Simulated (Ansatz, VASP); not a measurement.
One calculation of AlNi, two programs

Contents of INCAR:

```
  PREC = Accurate
  ENCUT = 520
  EDIFF = 1E-6
  ISMEAR = 0
  SIGMA = 0.15
  LREAL = False
  LASPH = True
  NELM = 80
  ALGO = Fast
  ISIF = 2
  LWAVE = False
  LCHARG = True
  GGA = PS
  LELF = True
  LVHAR = True
  NBANDS = 14
```

File KPOINTS:

```
regular mesh
0
Gamma
  16 16 16
```

File POSCAR:

```
AlNi
1.0
    1.9874914371     -1.9874386223      0.0000000000
    1.9874914371      1.9874386223      0.0000000000
    0.0000000000      0.0000000000      2.7924000000
Al Ni
1 1
Direct
    0.0000000000      0.0000000000      0.0000000000
    0.5000000000      0.5000000000      0.5000000000
```

Input for Ansatz:

```yaml
crystal:
  lattice:
    - [1.9874914371, -1.9874386223, 0.0]
    - [1.9874914371, 1.9874386223, 0.0]
    - [0.0, 0.0, 2.7924]
  atoms:
    - { symbol: Al, position: [0.0, 0.0, 0.0] }
    - { symbol: Ni, position: [0.5, 0.5, 0.5] }
basis:
  ecutwfc: 520.0
kpoints:
  mp_grid: { grid: [16, 16, 16] }
hamiltonian:
  xc: pbesol
  pseudopotentials: { kind: paw, azcp: { folder: soft_1 } }
scf:
  occupations: { method: gaussian, width: 0.15 }
output:
  forces: true
  stress: true
  eigenvalues: true
```

Alike in both runs: task single point; functional PBEsol; k mesh 16 × 16 × 16; occupations gaussian, width 0.15 eV; no spin polarisation.

```csv
,VASP,Ansatz
version,VASP 6.6.1,Ansatz 0.2.0
potentials or method,"VASP PAW PBE potentials, release 64 (Al, Ni), cutoff 520 eV","scalar-relativistic, plane waves, PAW"
valence electrons in the cell,13,21
```

|  | VASP | Ansatz | Ansatz less VASP |
| --- | --- | --- | --- |
| gap on the k mesh at the Fermi level (eV) | none | none | - |
| pressure (GPa) | 12.3 | 12.0 | -0.29 |
| traceless stress, the component that is largest in VASP (GPa) | 0.52 | 0.51 | -0.011 |

VASP's potentials were made for PBE, not for PBEsol, and Ansatz warns of the same on its side. A gap of «none» marks a metal or a gap that the smearing closes. The functional is the same, so the differences come from potentials, cutoffs and numerics. VASP's potentials hold 13 valence electrons a cell and Ansatz's 21, so a difference there can come from the potentials and not from the codes. Ansatz's warnings: near symmetry operations not taken.
